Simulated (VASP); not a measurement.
Cu, 1 atom in the cell. It takes space group Fm-3m (No. 225, cubic). The conventional cell has a = 3.509 Å, b = 3.509 Å, c = 3.509 Å, α = 90.00°, β = 90.00°, γ = 90.00°. Within 3.3 Å of Cu (site symmetry m-3m) lie 12 Cu at 2.48 Å. 

```yaml
Program: VASP 6.6.1
Task: single point
Functional: PBEsol
Potentials_or_basis: VASP PAW PBE potentials, release 64 (Cu)
Cutoff: 520 eV
k_mesh: 12 × 12 × 12
Occupations: fermi-dirac, width 0.06 eV
Spin: no spin polarisation
Dipole_correction: no
Further_INCAR_settings: ALGO = Normal; EDIFF = 1e-07; NBANDS = 12
```

Potentials or basis: VASP PAW PBE potentials, release 64 (Cu).

Run with:

```sh
$ cat potpaw_PBE.64/Cu/POTCAR > POTCAR
$ mpirun -np 1 vasp_std > vasp.out
```

Hardware: 1 thread of AMD EPYC 7R13, with other jobs on the host.

Task: How long does it take, and how much memory?

Result: It took 15 s on 1 thread of AMD EPYC 7R13 (shared host), peak memory 0.09 GiB. Counts: scf iterations 12, k points 72.
